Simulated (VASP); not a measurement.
# PbS (Galena) (Fm-3m) in VASP: single point with LDA

Aim: the single point of PbS (Galena) with LDA.

Everything below comes from runs of VASP 6.6.1. Logs are shortened: lines on timing, memory, paths and dates and some standing lists are left out, and cuts for length are marked.

## 1. The cell of the first run

Symmetry: Fm-3m, No. 225, cubic system. Conventional cell: a = 5.941 Å, b = 5.941 Å, c = 5.941 Å, α = 90.00°, β = 90.00°, γ = 90.00°. Within 3.9 Å of Pb (site symmetry m-3m) lie 6 S at 2.97 Å. S (site symmetry m-3m) has 6 Pb at 2.97 Å within 3.9 Å.

## 2. Single point, LDA

The input, INCAR:

```
PREC     = Accurate       # precision mode
ENCUT    = 500            # plane-wave cutoff, eV
EDIFF    = 1E-6           # SCF threshold, eV
ISMEAR   = 0              # smearing method
SIGMA    = 0.01           # smearing width, eV
LREAL    = False          # projectors in reciprocal space
LASPH    = True           # aspherical terms in the spheres
NELM     = 120            # most SCF steps
ALGO     = Normal         # electronic algorithm
ISIF     = 2              # what is computed and relaxed
LWAVE    = False          # write WAVECAR
LCHARG   = False          # write CHGCAR
NBANDS   = 17             # bands
GGA_COMPAT= False
```

The input, KPOINTS:

```
Automatic mesh
0
Gamma
  4 4 4
```

The input, POSCAR:

```
PbS
1.0
    0.0000000000      2.9705683269      2.9705683269
    2.9705683269      0.0000000000      2.9705683269
    2.9705683269      2.9705683269      0.0000000000
Pb S
1 1
Direct
    0.0000000000      0.0000000000      0.0000000000
    0.5000000000      0.5000000000      0.5000000000
```

Potentials or basis: VASP PAW LDA potentials, release 64 (Pb_d, S).

Started as:

```bash
$ cat potpaw_LDA.64/Pb_d/POTCAR potpaw_LDA.64/S/POTCAR > POTCAR
$ mpirun -np 1 vasp_std > vasp.out
```

OUTCAR:

```text
PREC = Accurate
   ENCUT = 500
   EDIFF = 1E-6
   ISMEAR = 0
   LREAL = False
   LASPH = True
   NELM = 120
   ISIF = 2

 ion  position               nearest neighbor table
   1  0.000  0.000  0.000-   2 2.97   2 2.97   2 2.97   2 2.97   2 2.97   2 2.97
   2  0.500  0.500  0.500-   1 2.97   1 2.97   1 2.97   1 2.97   1 2.97   1 2.97

  LATTYP: Found a face centered cubic cell.
 ALAT       =     5.9411366538

  Lattice vectors:

 A1 = (   0.0000000000,   2.9705683269,   2.9705683269)
 A2 = (   2.9705683269,   0.0000000000,   2.9705683269)
 A3 = (   2.9705683269,   2.9705683269,   0.0000000000)

Analysis of symmetry for initial positions (statically):
=====================================================================
 Subroutine PRICEL returns:
 Original cell was already a primitive cell.

 Routine SETGRP: Setting up the symmetry group for a
 face centered cubic supercell.

 Subroutine GETGRP returns: Found 48 space group operations
 (whereof 48 operations were pure point group operations)
 out of a pool of 48 trial point group operations.

The static configuration has the point symmetry O_h .

Analysis of symmetry for dynamics (positions and initial velocities):
=====================================================================
 Subroutine PRICEL returns:
 Original cell was already a primitive cell.

 Routine SETGRP: Setting up the symmetry group for a
 face centered cubic supercell.

 Subroutine GETGRP returns: Found 48 space group operations
 (whereof 48 operations were pure point group operations)
 out of a pool of 48 trial point group operations.

The dynamic configuration has the point symmetry O_h .

 Subroutine INISYM returns: Found 48 space group operations
 (whereof 48 operations are pure point group operations),
 and found     1 'primitive' translations

----------------------------------------------------------------------------------------

                                     Primitive cell

  volume of cell :      52.4262

  direct lattice vectors                    reciprocal lattice vectors
     0.000000000  2.970568327  2.970568327    -0.168317960  0.168317960  0.168317960
     2.970568327  0.000000000  2.970568327     0.168317960 -0.168317960  0.168317960
     2.970568327  2.970568327  0.000000000     0.168317960  0.168317960 -0.168317960

  length of vectors
     4.201018016  4.201018016  4.201018016     0.291535258  0.291535258  0.291535258

  position of ions in fractional coordinates (direct lattice)
     0.000000000  0.000000000  0.000000000
     0.500000000  0.500000000  0.500000000

  ion indices of the primitive-cell ions
   primitive index   ion index
                 1           1
                 2           2

----------------------------------------------------------------------------------------

 KPOINTS: Automatic mesh

Automatic generation of k-mesh.
 Grid dimensions read from file:
 generate k-points for:    4    4    4

 Generating k-lattice:

  Cartesian coordinates                     Fractional coordinates (reciprocal lattice)
    -0.042079490  0.042079490  0.042079490     0.250000000  0.000000000  0.000000000
     0.042079490 -0.042079490  0.042079490     0.000000000  0.250000000  0.000000000
     0.042079490  0.042079490 -0.042079490     0.000000000  0.000000000  0.250000000

  Length of vectors
     0.072883815  0.072883815  0.072883815

  Shift w.r.t. Gamma in fractional coordinates (k-lattice)
     0.000000000  0.000000000  0.000000000

 Subroutine IBZKPT returns following result:
 ===========================================

 Found      8 irreducible k-points:

 Following reciprocal coordinates:
            Coordinates               Weight
  0.000000  0.000000  0.000000      1.000000
  0.250000  0.000000  0.000000      8.000000
  0.500000  0.000000  0.000000      4.000000
  0.250000  0.250000  0.000000      6.000000
  0.500000  0.250000  0.000000     24.000000
 -0.250000  0.250000  0.000000     12.000000
  0.500000  0.500000  0.000000      3.000000
 -0.250000  0.500000  0.250000      6.000000
   k-points           NKPTS =      8   k-points in BZ     NKDIM =      8   number of bands    NBANDS=     17
   number of dos      NEDOS =    301   number of ions     NIONS =      2
   total plane-waves  NPLWV =  32768
   dimension x,y,z NGX =    32 NGY =   32 NGZ =   32
   dimension x,y,z NGXF=    64 NGYF=   64 NGZF=   64
   ions per type =               1   1
   NGX,Y,Z   is equivalent  to a cutoff of  12.66, 12.66, 12.66 a.u.
   NGXF,Y,Z  is equivalent  to a cutoff of  25.33, 25.33, 25.33 a.u.
 SYSTEM =  unknown system
   PREC   = accura    normal or accurate (medium, high low for compatibility)
   ISTART =      0    job   : 0-new  1-cont  2-samecut
   ICHARG =      2    charge: 1-file 2-atom 10-const
   ISPIN  =      1    spin polarized calculation?
   LNONCOLLINEAR =      F non collinear calculations
   LSORBIT =      F    spin-orbit coupling
   LASPH  =      T    aspherical Exc in radial PAW
   ENCUT  =  500.0 eV  36.75 Ry    6.06 a.u.   7.66  7.66  7.66*2*pi/ulx,y,z
   NELM   =    120;   NELMIN=  2; NELMDL= -5     # of ELM steps
   EDIFF  = 0.1E-05   stopping-criterion for ELM
   LREAL  =      F    real-space projection
   EDIFFG = 0.1E-04   stopping-criterion for IOM
   NSW    =      0    number of steps for IOM
   IBRION =     -1    ionic relax: 0-MD 1-quasi-New 2-CG
   NFREE  =      0    steps in history (QN), initial steepest desc. (CG)
   ISIF   =      2    stress and relaxation
   ISYM   =      2    0-nonsym 1-usesym 2-fastsym
   POTIM  = 0.5000    time-step for ionic-motion
   TEBEG  =    0.0;   TEEND  =   0.0 temperature during run
   PSTRESS=    0.0 pullay stress
   NELECT =      20.0000    total number of electrons
   NUPDOWN=      -1.0000    fix difference up-down
   EMIN   =  10.00;   EMAX   =-10.00  energy-range for DOS
   EFERMI =   0.00;   METHOD = LEGACY
   ISMEAR =     0;   SIGMA  =   0.01  broadening in eV -4-tet -1-fermi 0-gaus
   EFERMI_NEDOS =   21; number of points for ismear=-14 and -15
   IALGO  =     38    algorithm
   IMIX   =      4    mixing-type and parameters
     AMIX     =   0.40;   BMIX     =  1.00
     AMIX_MAG =   1.60;   BMIX_MAG =  1.00
  volume/ion in A,a.u.               =      26.21       176.89
  Fermi-wavevector in a.u.,A,eV,Ry     =   1.187322  2.243714 19.180598  1.409734
  Thomas-Fermi vector in A             =   2.323476
   LORBIT       =      0    0 simple, 1 ext, 2 COOP (PROOUT), +10 PAW based schemes
   GGA     = CA    functional components
   LHFCALC =     F    Hartree Fock is set to
   AEXX    =    0.0000 exact exchange contribution
   IVDW    =     0    specifies the selected vdW correction
   LEPSILON=     F    determine dielectric tensor
   LRPA    =     F    only Hartree local field effects (RPA)
 non-spin polarized calculation
 Gauss-broadening in eV      SIGMA  =   0.01
  energy-cutoff  :      500.00
  volume of cell :       52.43
 maximum number of plane-waves:      1363
 NGX is ok and might be reduce to    32
   NGX = 15   NGY = 15   NGZ = 15

 number of electron      19.9999999 magnetization

 Free energy of the ion-electron system (eV)
  ---------------------------------------------------
  ext. energy  EPLUGINS =         0.00000000
  ---------------------------------------------------
  free energy    TOTEN  =        -9.96389736 eV

  energy without entropy =       -9.96389736  energy(sigma->0) =       -9.96389736

 E-fermi :   5.5996     XC(G=0): -10.0079

 val. band max:        5.5261255750   @ k =   0.5000   0.0000   0.0000
 cond. band min:       5.7505556542   @ k =   0.5000   0.0000   0.0000
 fundamental gap:      0.2244300793
 Fermi energy:         5.5996432424

 k-point     1 :       0.0000    0.0000    0.0000
  band No.  band energies     occupation
      1     -11.2345      2.00000
      2     -11.2345      2.00000
      3     -11.2345      2.00000
      4     -11.2256      2.00000
      5     -11.2256      2.00000
      6      -7.9968      2.00000
[... 9 lines left out ...]
     16      12.1872      0.00000
     17      13.9781      0.00000

 k-point     2 :       0.2500    0.0000    0.0000
  band No.  band energies     occupation
      1     -11.2427      2.00000
      2     -11.2427      2.00000
      3     -11.2325      2.00000
      4     -11.2095      2.00000
      5     -11.2095      2.00000
      6      -7.4845      2.00000
[... 9 lines left out ...]
     16      13.4105      0.00000
     17      17.2193      0.00000

 k-point     3 :       0.5000    0.0000    0.0000
  band No.  band energies     occupation
      1     -11.2576      2.00000
      2     -11.2576      2.00000
      3     -11.2315      2.00000
      4     -11.1866      2.00000
      5     -11.1866      2.00000
      6      -6.7194      2.00000
[... 9 lines left out ...]
     16      15.6240      0.00000
     17      15.9589      0.00000

 k-point     4 :       0.2500    0.2500    0.0000
  band No.  band energies     occupation
      1     -11.2832      2.00000
      2     -11.2475      2.00000
      3     -11.2125      2.00000
      4     -11.2043      2.00000
      5     -11.2043      2.00000
      6      -7.2936      2.00000
[... 9 lines left out ...]
     16      15.4495      0.00000
     17      15.4591      0.00000

 k-point     5 :       0.5000    0.2500    0.0000
  band No.  band energies     occupation
      1     -11.3134      2.00000
      2     -11.2361      2.00000
      3     -11.2264      2.00000
      4     -11.1953      2.00000
      5     -11.1819      2.00000
      6      -6.5255      2.00000
[... 9 lines left out ...]
     16      16.2459      0.00000
     17      16.8701      0.00000

 k-point     6 :      -0.2500    0.2500    0.0000
  band No.  band energies     occupation
      1     -11.2727      2.00000
      2     -11.2418      2.00000
      3     -11.2201      2.00000
      4     -11.2034      2.00000
      5     -11.2020      2.00000
      6      -6.7956      2.00000
[... 9 lines left out ...]
     16      15.2673      0.00000
     17      16.1668      0.00000

 k-point     7 :       0.5000    0.5000    0.0000
  band No.  band energies     occupation
      1     -11.3775      2.00000
      2     -11.2606      2.00000
      3     -11.1994      2.00000
      4     -11.1726      2.00000
      5     -11.1726      2.00000
      6      -6.2925      2.00000
[... 9 lines left out ...]
     16      17.8127      0.00000
     17      17.8137      0.00000

 k-point     8 :      -0.2500    0.5000    0.2500
  band No.  band energies     occupation
      1     -11.3336      2.00000
      2     -11.2238      2.00000
      3     -11.2179      2.00000
      4     -11.2179      2.00000
      5     -11.1726      2.00000
      6      -6.2452      2.00000
[... 9 lines left out ...]
     16      17.4530      0.00000
     17      17.8032      0.00000

------------------------ aborting loop because EDIFF is reached ----------------------------------------

  FORCE on cell =-STRESS in cart. coord.  units (eV):
  Direction    XX          YY          ZZ          XY          YZ          ZX
  --------------------------------------------------------------------------------------
  -------------------------------------------------------------------------------------
  Total       -0.8887878     -0.8887878     -0.8887878      0.0000000      0.0000000      0.0000000
  in kB      -27.1618931    -27.1618931    -27.1618931      0.0000000      0.0000000      0.0000000
  external PRESSURE =     -27.1618931 kB  Pullay stress =       0.0000000 kB

 VOLUME and BASIS-vectors are now :
 -----------------------------------------------------------------------------
  energy-cutoff  :      500.00
  volume of cell :       52.43
      direct lattice vectors                 reciprocal lattice vectors
     0.000000000  2.970568327  2.970568327    -0.168317960  0.168317960  0.168317960
     2.970568327  0.000000000  2.970568327     0.168317960 -0.168317960  0.168317960
     2.970568327  2.970568327  0.000000000     0.168317960  0.168317960 -0.168317960

 POSITION                                       TOTAL-FORCE (eV/Angst)
 -----------------------------------------------------------------------------------
      0.00000      0.00000      0.00000        -0.000000      0.000000     -0.000000
      2.97057      2.97057      2.97057         0.000000     -0.000000      0.000000
 -----------------------------------------------------------------------------------
    total drift:                                0.000000     -0.000000     -0.000000

  FREE ENERGIE OF THE ION-ELECTRON SYSTEM (eV)
  ---------------------------------------------------
  free  energy   TOTEN  =        -9.9638973568 eV

  energy  without entropy=       -9.9638973568  energy(sigma->0) =       -9.96389736
```

Run time: 9.7 s. Hardware: 1 thread of Intel Xeon 8259CL, shared host; peak memory 0.15 GiB.

Results:

| Property | Result |
| --- | --- |
| Free energy | -9.9639 eV |
| Pressure | -2.7 GPa |
| Band gap on the k mesh | 0.22 eV, direct |

Levels at points of the mesh, in eV from the valence-band top:
```tsv
k point	band 8	band 9	band 10	band 11	band 12	band 13
(0.00, 0.00, 0.00)	-2.13	-2.13	-2.13	5.06	5.06	5.06
(0.50, 0.00, 0.00)	-1.73	-1.73	0.00	0.22	1.85	1.85
(0.50, 0.50, 0.00)	-5.21	-3.43	-3.43	3.75	5.45	5.55
```

Caveat: the k points lie up to 0.46 Å⁻¹ apart; spin-orbit coupling is left out, which moves the levels of the heavy elements.
